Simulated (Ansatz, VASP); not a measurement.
Two plane-wave programs on Ge

```xyz
2
Lattice="0.0000 2.6743 3.2081 2.6743 0.0000 3.2081 2.6743 2.6743 0.0000" Properties=species:S:1:pos:R:3 pbc="T T T"
Ge    2.6743    2.6743    3.2081
Ge    4.0115    4.0115    4.8122
```

Alike in both runs: task single point; functional PBE; k mesh 14 × 14 × 14; occupations gaussian, width 0.15 eV; no spin polarisation.

|  | VASP | Ansatz |
| --- | --- | --- |
| version | VASP 6.6.1 | Ansatz 0.2.0 |
| potentials or method | VASP PAW PBE potentials, release 64 (Ge_d), cutoff 520 eV | scalar-relativistic, plane waves, PAW |
| valence electrons in the cell | 28 | 28 |

```csv
,VASP,Ansatz,Ansatz less VASP
gap on the k mesh at the Fermi level (eV),none,none,-
pressure (GPa),2.8,2.8,+0.08
"traceless stress, the component that is largest in VASP (GPa)",-9.73,-9.71,+0.025
```

A gap of «none» marks a metal or a gap that the smearing closes.
